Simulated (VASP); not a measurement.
# AlN (P1) in VASP: notebook

The runs below take AlN through single point, with PBEsol.

All numbers are computed with VASP 6.6.1; they aren't measurements. Logs are shortened: lines on timing, memory, paths and dates and some standing lists are left out, and cuts for length are marked.

## Step 1: The cell of the first run

The typed cell holds 2 atoms: a = 3.095 Å, b = 3.095 Å, c = 3.095 Å, α = 60.00°, β = 60.00°, γ = 60.00°.

## Step 2: Single point, PBEsol (atoms displaced along several vibrational modes)

Contents of INCAR:

```
PREC = Accurate
ENCUT = 520
EDIFF = 1E-6
ISMEAR = 0
SIGMA = 0.05
LREAL = F
LASPH = T
NELM = 100
ALGO = Normal
ISIF = 2
LWAVE = F
LCHARG = T
GGA = PS
LELF = T
LVHAR = T
NBANDS = 11
```

Contents of KPOINTS:

```
Automatic mesh
0
Gamma
  10 10 10
```

Contents of POSCAR:

```
AlN
1.0
    0.0000000000      2.1886566781      2.1886566781
    2.1886566781      0.0000000000      2.1886566781
    2.1886566781      2.1886566781      0.0000000000
Al N
1 1
Direct
   -0.0090133114      0.0135199671      0.0090133114
    0.7673622480      0.7239566280      0.7326377520
```

Potentials or basis: VASP PAW PBE potentials, release 64 (Al, N).

Command:

```console
cat potpaw_PBE.64/Al/POTCAR potpaw_PBE.64/N/POTCAR > POTCAR
mpirun -np 1 vasp_std > vasp.out
```

OUTCAR:

```text
PREC = Accurate
   ENCUT = 520
   EDIFF = 1E-6
   ISMEAR = 0
   LREAL = F
   LASPH = T
   NELM = 100
   ISIF = 2
   GGA = PS

 ion  position               nearest neighbor table
   1  0.991  0.014  0.009-   2 1.80   2 1.83   2 1.97   2 2.00
   2  0.767  0.724  0.733-   1 1.80   1 1.83   1 1.97   1 2.00

  LATTYP: Found a face centered cubic cell.
 ALAT       =     4.3773133562

  Lattice vectors:

 A1 = (   0.0000000000,   2.1886566781,   2.1886566781)
 A2 = (   2.1886566781,   0.0000000000,   2.1886566781)
 A3 = (   2.1886566781,   2.1886566781,   0.0000000000)

Analysis of symmetry for initial positions (statically):
=====================================================================
 Subroutine PRICEL returns:
 Original cell was already a primitive cell.

 Routine SETGRP: Setting up the symmetry group for a
 face centered cubic supercell.

 Subroutine GETGRP returns: Found  1 space group operations
 (whereof  1 operations were pure point group operations)
 out of a pool of 48 trial point group operations.

The static configuration has the point symmetry C_1 .

Analysis of symmetry for dynamics (positions and initial velocities):
=====================================================================
 Subroutine PRICEL returns:
 Original cell was already a primitive cell.

 Routine SETGRP: Setting up the symmetry group for a
 face centered cubic supercell.

 Subroutine GETGRP returns: Found  1 space group operations
 (whereof  1 operations were pure point group operations)
 out of a pool of 48 trial point group operations.

The dynamic configuration has the point symmetry C_1 .

 Subroutine INISYM returns: Found  1 space group operations
 (whereof  1 operations are pure point group operations),
 and found     1 'primitive' translations

----------------------------------------------------------------------------------------

                                     Primitive cell

  volume of cell :      20.9683

  direct lattice vectors                    reciprocal lattice vectors
     0.000000000  2.188656678  2.188656678    -0.228450631  0.228450631  0.228450631
     2.188656678  0.000000000  2.188656678     0.228450631 -0.228450631  0.228450631
     2.188656678  2.188656678  0.000000000     0.228450631  0.228450631 -0.228450631

  length of vectors
     3.095227958  3.095227958  3.095227958     0.395688101  0.395688101  0.395688101

  position of ions in fractional coordinates (direct lattice)
     0.990986689  0.013519967  0.009013311
     0.767362248  0.723956628  0.732637752

  ion indices of the primitive-cell ions
   primitive index   ion index
                 1           1
                 2           2

----------------------------------------------------------------------------------------

 KPOINTS: Automatic mesh

Automatic generation of k-mesh.
 Grid dimensions read from file:
 generate k-points for:   10   10   10

 Generating k-lattice:

  Cartesian coordinates                     Fractional coordinates (reciprocal lattice)
    -0.022845063  0.022845063  0.022845063     0.100000000  0.000000000  0.000000000
     0.022845063 -0.022845063  0.022845063     0.000000000  0.100000000  0.000000000
     0.022845063  0.022845063 -0.022845063     0.000000000  0.000000000  0.100000000

  Length of vectors
     0.039568810  0.039568810  0.039568810

  Shift w.r.t. Gamma in fractional coordinates (k-lattice)
     0.000000000  0.000000000  0.000000000

 Subroutine IBZKPT returns following result:
 ===========================================

 Found    504 irreducible k-points:

 Following reciprocal coordinates:
            Coordinates               Weight
  0.000000  0.000000  0.000000      1.000000
  0.100000  0.000000  0.000000      2.000000
  0.000000  0.100000  0.000000      2.000000
  0.000000  0.000000  0.100000      2.000000
  0.100000  0.100000  0.100000      2.000000
  0.200000  0.000000  0.000000      2.000000
[... 16 lines left out ...]
  0.000000  0.100000  0.100000      2.000000
  0.100000  0.000000  0.100000      2.000000
 [... further k-points ...]
   k-points           NKPTS =    504   k-points in BZ     NKDIM =    504   number of bands    NBANDS=     11
   number of dos      NEDOS =    301   number of ions     NIONS =      2
   total plane-waves  NPLWV =  13824
   dimension x,y,z NGX =    24 NGY =   24 NGZ =   24
   dimension x,y,z NGXF=    48 NGYF=   48 NGZF=   48
   ions per type =               1   1
   NGX,Y,Z   is equivalent  to a cutoff of  12.89, 12.89, 12.89 a.u.
   NGXF,Y,Z  is equivalent  to a cutoff of  25.78, 25.78, 25.78 a.u.
 SYSTEM =  unknown system
   PREC   = accura    normal or accurate (medium, high low for compatibility)
   ISTART =      0    job   : 0-new  1-cont  2-samecut
   ICHARG =      2    charge: 1-file 2-atom 10-const
   ISPIN  =      1    spin polarized calculation?
   LNONCOLLINEAR =      F non collinear calculations
   LSORBIT =      F    spin-orbit coupling
   LASPH  =      T    aspherical Exc in radial PAW
   ENCUT  =  520.0 eV  38.22 Ry    6.18 a.u.   5.76  5.76  5.76*2*pi/ulx,y,z
   NELM   =    100;   NELMIN=  2; NELMDL= -5     # of ELM steps
   EDIFF  = 0.1E-05   stopping-criterion for ELM
   LREAL  =      F    real-space projection
   EDIFFG = 0.1E-04   stopping-criterion for IOM
   NSW    =      0    number of steps for IOM
   IBRION =     -1    ionic relax: 0-MD 1-quasi-New 2-CG
   NFREE  =      0    steps in history (QN), initial steepest desc. (CG)
   ISIF   =      2    stress and relaxation
   ISYM   =      2    0-nonsym 1-usesym 2-fastsym
   POTIM  = 0.5000    time-step for ionic-motion
   TEBEG  =    0.0;   TEEND  =   0.0 temperature during run
   PSTRESS=    0.0 pullay stress
   NELECT =       8.0000    total number of electrons
   NUPDOWN=      -1.0000    fix difference up-down
   EMIN   =  10.00;   EMAX   =-10.00  energy-range for DOS
   EFERMI =   0.00;   METHOD = LEGACY
   ISMEAR =     0;   SIGMA  =   0.05  broadening in eV -4-tet -1-fermi 0-gaus
   EFERMI_NEDOS =   21; number of points for ismear=-14 and -15
   IALGO  =     38    algorithm
   IMIX   =      4    mixing-type and parameters
     AMIX     =   0.40;   BMIX     =  1.00
     AMIX_MAG =   1.60;   BMIX_MAG =  1.00
  volume/ion in A,a.u.               =      10.48        70.75
  Fermi-wavevector in a.u.,A,eV,Ry     =   1.187364  2.243792 19.181944  1.409833
  Thomas-Fermi vector in A             =   2.323517
   LORBIT       =      0    0 simple, 1 ext, 2 COOP (PROOUT), +10 PAW based schemes
   GGA     = PS    functional components
   LHFCALC =     F    Hartree Fock is set to
   AEXX    =    0.0000 exact exchange contribution
   IVDW    =     0    specifies the selected vdW correction
   LEPSILON=     F    determine dielectric tensor
   LRPA    =     F    only Hartree local field effects (RPA)
 non-spin polarized calculation
 Gauss-broadening in eV      SIGMA  =   0.05
  energy-cutoff  :      520.00
  volume of cell :       20.97
 maximum number of plane-waves:       588
   NGX = 11   NGY = 11   NGZ = 11

 number of electron       8.0000000 magnetization

 Free energy of the ion-electron system (eV)
  ---------------------------------------------------
  ext. energy  EPLUGINS =         0.00000000
  ---------------------------------------------------
  free energy    TOTEN  =       -15.45635052 eV

  energy without entropy =      -15.45635052  energy(sigma->0) =      -15.45635052

 E-fermi :   6.3687     XC(G=0): -11.0984

 val. band max:        6.1733840528   @ k =   0.0000   0.0000   0.0000
 cond. band min:       8.9814199638   @ k =   0.5000   0.0000   0.5000
 fundamental gap:      2.8080359110
 Fermi energy:         6.3686841100

 k-point     1 :       0.0000    0.0000    0.0000
  band No.  band energies     occupation
      1      -9.1112      2.00000
      2       5.4127      2.00000
      3       5.8274      2.00000
      4       6.1734      2.00000
      5       9.8450      0.00000
      6      18.1819      0.00000
      7      18.2418      0.00000
      8      18.2751      0.00000
      9      23.2043      0.00000
     10      23.3199      0.00000
     11      24.1466      0.00000

 k-point     2 :       0.1000    0.0000    0.0000
  band No.  band energies     occupation
      1      -8.9653      2.00000
      2       5.0978      2.00000
      3       5.3763      2.00000
      4       5.9822      2.00000
      5      10.5476      0.00000
      6      17.6740      0.00000
      7      18.3832      0.00000
      8      18.4585      0.00000
      9      22.1465      0.00000
     10      22.1890      0.00000
     11      23.6873      0.00000

 k-point     3 :       0.0000    0.1000    0.0000
  band No.  band energies     occupation
      1      -8.9635      2.00000
      2       4.7133      2.00000
      3       5.7195      2.00000
      4       6.1148      2.00000
      5      10.4548      0.00000
      6      17.7548      0.00000
      7      18.3299      0.00000
      8      18.5462      0.00000
      9      21.8700      0.00000
     10      21.9927      0.00000
     11      24.1605      0.00000

 k-point     4 :       0.0000    0.0000    0.1000
  band No.  band energies     occupation
      1      -8.9638      2.00000
      2       4.7704      2.00000
      3       5.6465      2.00000
      4       6.1141      2.00000
      5      10.4719      0.00000
      6      17.7035      0.00000
      7      18.3074      0.00000
      8      18.5978      0.00000
      9      21.9135      0.00000
     10      22.0521      0.00000
     11      24.0705      0.00000

 k-point     5 :       0.1000    0.1000    0.1000
  band No.  band energies     occupation
      1      -8.9657      2.00000
      2       5.1788      2.00000
      3       5.3782      2.00000
      4       5.8790      2.00000
      5      10.5680      0.00000
      6      17.7135      0.00000
      7      18.3533      0.00000
      8      18.4231      0.00000
      9      22.1946      0.00000
     10      22.2241      0.00000
     11      23.6131      0.00000
[... 211 lines left out ...]
 k-point    21 :       0.5000    0.5000    0.5000
  band No.  band energies     occupation
      1      -7.0763      2.00000
      2       0.0659      2.00000
      3       4.9665      2.00000
      4       5.4153      2.00000
      5      13.0856      0.00000
      6      15.5734      0.00000
      7      16.6505      0.00000
      8      16.9026      0.00000
      9      23.3759      0.00000
     10      25.4722      0.00000
     11      26.0471      0.00000

 k-point    22 :       0.1000    0.1000    0.0000
  band No.  band energies     occupation
      1      -8.9158      2.00000
      2       4.8326      2.00000
      3       5.5936      2.00000
      4       5.7789      2.00000
      5      10.7051      0.00000
      6      17.4508      0.00000
      7      18.4769      0.00000
      8      18.6863      0.00000
      9      20.3077      0.00000
     10      23.5951      0.00000
     11      25.1671      0.00000

 k-point    23 :       0.0000    0.1000    0.1000
  band No.  band energies     occupation
      1      -8.9159      2.00000
      2       5.0043      2.00000
      3       5.2400      2.00000
      4       5.9441      2.00000
      5      10.7194      0.00000
      6      17.6056      0.00000
      7      18.4844      0.00000
      8      18.5284      0.00000
      9      20.3368      0.00000
     10      23.6234      0.00000
     11      24.7520      0.00000

 k-point    24 :       0.1000    0.0000    0.1000
  band No.  band energies     occupation
      1      -8.9158      2.00000
      2       4.8283      2.00000
      3       5.6165      2.00000
      4       5.7610      2.00000
      5      10.7045      0.00000
      6      17.4456      0.00000
      7      18.4760      0.00000
      8      18.6922      0.00000
      9      20.3066      0.00000
     10      23.5936      0.00000
     11      25.1984      0.00000

 [... further k-points ...]
[... 5 lines left out ...]
  --------------------------------------------------------------------------------------
  -------------------------------------------------------------------------------------
  Total        0.0078985      0.5343770      0.5106133     -0.2861016     -1.3498710      0.1569550
  in kB        0.6035224     40.8315108     39.0157333    -21.8608989   -103.1430409     11.9928587
  external PRESSURE =      26.8169222 kB  Pullay stress =       0.0000000 kB

 VOLUME and BASIS-vectors are now :
 -----------------------------------------------------------------------------
  energy-cutoff  :      520.00
  volume of cell :       20.97
      direct lattice vectors                 reciprocal lattice vectors
     0.000000000  2.188656678  2.188656678    -0.228450631  0.228450631  0.228450631
     2.188656678  0.000000000  2.188656678     0.228450631 -0.228450631  0.228450631
     2.188656678  2.188656678  0.000000000     0.228450631  0.228450631 -0.228450631

 POSITION                                       TOTAL-FORCE (eV/Angst)
 -----------------------------------------------------------------------------------
      0.04932      2.18866      2.19852        -2.044214      0.256702     -0.454814
      3.18799      3.28299      3.26399         2.044214     -0.256702      0.454814
 -----------------------------------------------------------------------------------
    total drift:                                0.000148      0.000017      0.000084

  FREE ENERGIE OF THE ION-ELECTRON SYSTEM (eV)
  ---------------------------------------------------
  free  energy   TOTEN  =       -15.4563505217 eV

  energy  without entropy=      -15.4563505217  energy(sigma->0) =      -15.45635052
```

Run time: 3.1 min. Hardware: 1 thread of AMD EPYC 7R13, shared host; peak memory 0.2 GiB.

Results:

```
Free energy            : -15.4564 eV
Pressure               : 2.7 GPa
Largest force          : 2.110 eV/Å
Band gap on the k mesh : 2.81 eV (least direct gap 3.67 eV)
```

Forces on the atoms (eV/Å):
```
Al  -2.044  0.257 -0.455
N    2.044 -0.257  0.455
```

Stress tensor (GPa, compression positive):
```
  0.06  -2.19   1.20
 -2.19   4.08 -10.31
  1.20 -10.31   3.90
```

Levels at points of the mesh, in eV from the valence-band top:
| k point | band 1 | band 2 | band 3 | band 4 | band 5 | band 6 | band 7 | band 8 |
| --- | --- | --- | --- | --- | --- | --- | --- | --- |
| (0.00, 0.00, 0.00) | -15.28 | -0.76 | -0.35 | 0.00 | 3.67 | 12.01 | 12.07 | 12.10 |
| (0.50, 0.00, 0.00) | -13.24 | -6.15 | -1.20 | -0.67 | 6.86 | 9.37 | 10.49 | 10.78 |
| (0.00, 0.50, 0.00) | -13.20 | -6.37 | -0.88 | -0.53 | 6.72 | 9.20 | 10.55 | 10.90 |
| (0.00, 0.00, 0.50) | -13.21 | -6.33 | -0.96 | -0.53 | 6.74 | 9.23 | 10.49 | 10.94 |
| (0.50, 0.50, 0.50) | -13.25 | -6.11 | -1.21 | -0.76 | 6.91 | 9.40 | 10.48 | 10.73 |
| (0.50, 0.50, 0.00) | -12.59 | -5.30 | -2.17 | -2.06 | 2.81 | 7.96 | 13.29 | 15.23 |
| (0.00, 0.50, 0.50) | -12.59 | -5.28 | -2.43 | -1.90 | 2.85 | 8.10 | 13.30 | 15.11 |
| (0.50, 0.00, 0.50) | -12.59 | -5.30 | -2.12 | -2.10 | 2.81 | 7.95 | 13.29 | 15.24 |

Caveat: the cell differs from its parent crystal (atoms displaced along several vibrational modes); the PAW data sets were made with another functional, which shifts forces and pressure a little.

## Step 3: Single point, PBEsol (atoms displaced along several vibrational modes)

Contents of INCAR:

```
SYSTEM = AlN
PREC = Accurate ; ENCUT = 520
EDIFF = 1E-6 ; ISMEAR = 0
SIGMA = 0.05 ; LREAL = .False.
LASPH = .True. ; NELM = 80
ALGO = Normal ; ISIF = 2
LWAVE = .False. ; LCHARG = .False.
GGA = PS ; NBANDS = 11
```

Contents of KPOINTS:

```
Automatic mesh
0
Gamma
  10 10 10
  0 0 0
```

Contents of POSCAR:

```
AlN
1.0
    0.0000000000      2.1886566781      2.1886566781
    2.1886566781      0.0000000000      2.1886566781
    2.1886566781      2.1886566781      0.0000000000
Al N
1 1
Direct
   -0.0067599835      0.0157732949      0.0067599835
    0.7630216860      0.7196160660      0.7369783140
```

Potentials or basis: VASP PAW PBE potentials, release 64 (Al, N).

Command:

```console
cat potpaw_PBE.64/Al/POTCAR potpaw_PBE.64/N/POTCAR > POTCAR
mpirun -np 1 vasp_std > vasp.out
```

Wall time 2.9 min (1 thread of AMD EPYC 7R13, shared host); peak memory 0.2 GiB.

Results (log left out):

* Free energy: -15.4367 eV
* Pressure: 3.0 GPa
* Largest force: 2.316 eV/Å
* Band gap on the k mesh: 2.79 eV (least direct gap 3.65 eV)

Forces in eV/Å, atoms in the order of the input:
```
Al  -2.068  0.514 -0.907
N    2.068 -0.514  0.907
```

Stress tensor (GPa, compression positive):
```
  0.53  -4.39   2.40
 -4.39   4.62 -10.44
  2.40 -10.44   3.89
```

Levels at points of the mesh, in eV from the valence-band top:
```tsv
k point	band 1	band 2	band 3	band 4	band 5	band 6	band 7	band 8
(0.00, 0.00, 0.00)	-15.31	-0.80	-0.37	0.00	3.65	11.99	12.04	12.10
(0.50, 0.00, 0.00)	-13.26	-6.20	-1.22	-0.64	6.81	9.32	10.46	10.81
(0.00, 0.50, 0.00)	-13.22	-6.41	-0.87	-0.53	6.68	9.15	10.56	10.87
(0.00, 0.00, 0.50)	-13.23	-6.33	-1.04	-0.54	6.72	9.21	10.45	10.94
(0.50, 0.50, 0.50)	-13.28	-6.11	-1.24	-0.82	6.91	9.39	10.43	10.71
(0.50, 0.50, 0.00)	-12.61	-5.32	-2.24	-2.03	2.79	7.94	13.25	15.19
(0.00, 0.50, 0.50)	-12.61	-5.30	-2.44	-1.92	2.83	8.06	13.26	15.10
(0.50, 0.00, 0.50)	-12.61	-5.32	-2.15	-2.11	2.79	7.92	13.25	15.22
```

Caveat: the cell differs from its parent crystal (atoms displaced along several vibrational modes); the cell stands under pressure; the PAW data sets were made with another functional, which shifts forces and pressure a little.
